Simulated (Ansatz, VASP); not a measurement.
One calculation of LiF, two programs

```
CELL_PARAMETERS angstrom
3.06094 0.04591 0.00000
-1.49071 2.62789 0.00000
0.00000 0.00000 4.80732
ATOMIC_POSITIONS crystal
Li 0.33333 0.66667 0.38115
Li 0.66667 0.33333 0.88115
F 0.33333 0.66667 0.99384
F 0.66667 0.33333 0.49384
```

Change from the starting cell: strain +0.0300 x Voigt [0, 0, 0, 0, 0, 1], atoms carried along.

Alike in both runs: task single point; functional LDA; k mesh 9 × 9 × 6; occupations gaussian, width 0.05 eV; no spin polarisation.

|  | VASP | Ansatz |
| --- | --- | --- |
| version | VASP 6.6.1 | Ansatz 0.2.0 |
| potentials or method | VASP PAW LDA potentials, release 64 (Li_sv, F), cutoff 520 eV | scalar-relativistic, plane waves, PAW |
| valence electrons in the cell | 20 | 20 |

```csv
,VASP,Ansatz,Ansatz less VASP
gap on the k mesh at the Fermi level (eV),7.59,7.60,+0.016
least direct gap on the mesh (eV),7.59,7.60,+0.016
rms of the force components (eV/Å),0.051,0.050,-0.0010
```

LDA's correlation is that of Perdew and Zunger in VASP and of Perdew and Wang (1992) in Ansatz. Atom by atom the forces differ by 0.001 eV/Å (rms over components).

Noted on VASP's run: the cutoff is short for stress, so the pressure is rough.
